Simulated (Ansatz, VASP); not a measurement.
# Two plane-wave programs on TlB

File POSCAR:

```
TlB
1.0
   -2.1374878100      2.1374878100      2.3428653300
    2.1374878100     -2.1374878100      2.3428653300
    2.1374878100      2.1374878100     -2.3428653300
Tl B
1 1
Direct
    0.5000000000      0.5000000000      0.0000000000
    0.0000000000      0.0000000000      0.0000000000
```

Contents of INCAR.step1:

```
SYSTEM = TlB
ALGO = Normal ; EDIFF = 1E-5
ENCUT = 550 ; GGA = PE
GGA_COMPAT = .False. ; ISMEAR = -1
LASPH = .True. ; LCHARG = .False.
LREAL = .False. ; LWAVE = .True.
NBANDS = 15 ; NELM = 120
PREC = Accurate ; SIGMA = 0.05
```

The input INCAR.step2:

```
SYSTEM = TlB
ALGO = Normal ; EDIFF = 1E-6
ENCUT = 550 ; GGA_COMPAT = .False.
ISIF = 2 ; ISMEAR = -1
ISTART = 1 ; LASPH = .True.
LCHARG = .False. ; LMIXTAU = .True.
LREAL = .False. ; LWAVE = .False.
METAGGA = R2SCAN ; NBANDS = 15
NELM = 120 ; PREC = Accurate
SIGMA = 0.05
```

Contents of KPOINTS:

```
k-points
0
Gamma
  7 7 7
  0 0 0
```

Contents of input.yaml:

```yaml
crystal:
  lattice:
    - [-2.13748781, 2.13748781, 2.34286533]
    - [2.13748781, -2.13748781, 2.34286533]
    - [2.13748781, 2.13748781, -2.34286533]
  atoms:
    - { symbol: Tl, position: [0.5, 0.5, 0.0] }
    - { symbol: B, position: [0.0, 0.0, 0.0] }
hamiltonian:
  xc: r2scan
  pseudopotentials: { kind: paw }
kpoints:
  mp_grid: { grid: [7, 7, 7] }
  band_path:
    path:
      - [[0.0, 0.0, 0.0], [0.0, 0.0, 0.5], [-0.4161813803, 0.4161813803, 0.5], [-0.4580906902, 0.4580906902, 0.4580906902], [0.0, 0.0, 0.0], [0.5, 0.5, -0.5], [0.4580906902, 0.5419093098, -0.4580906902], [0.0, 0.5, 0.0], [0.25, 0.25, 0.25], [0.5, 0.5, -0.4161813803], [0.5, 0.5, -0.5]]
      - [[0.0, 0.0, 0.5], [0.25, 0.25, 0.25]]
    npoints: 14
scf:
  occupations: { method: fermi_dirac, width: 0.05 }
  n_extra_bands: 6
output:
  forces: true
  stress: true
  eigenvalues: true
  fatbands: true
  write_density: true
  write_potential: true
  elf: true
  volumetric_format: npy
```

Alike in both runs: functional r2SCAN; k mesh 7 × 7 × 7; occupations fermi-dirac, width 0.05 eV; no spin polarisation.

```csv
,VASP,Ansatz
version,VASP 6.6.1,Ansatz 0.2.0
potentials or method,"VASP PAW PBE potentials, release 64 (Tl_d, B)",Ansatz PAW
plane-wave cutoff (eV),550,500
valence electrons in the cell,16,16
task,single point,band structure
```

|  | VASP | Ansatz | Ansatz less VASP |
| --- | --- | --- | --- |
| gap on the k mesh at the Fermi level (eV) | none | none | - |
| pressure (GPa) | -5.6 | -5.6 | +0.04 |
| traceless stress, the component that is largest in VASP (GPa) | 0.71 | 0.84 | +0.122 |

VASP's potentials were made for PBE, not for r2SCAN. A gap of «none» marks a metal or a gap that the smearing closes. The functional is the same, so the differences come from potentials, cutoffs and numerics.

Neither program's run includes spin-orbit coupling.
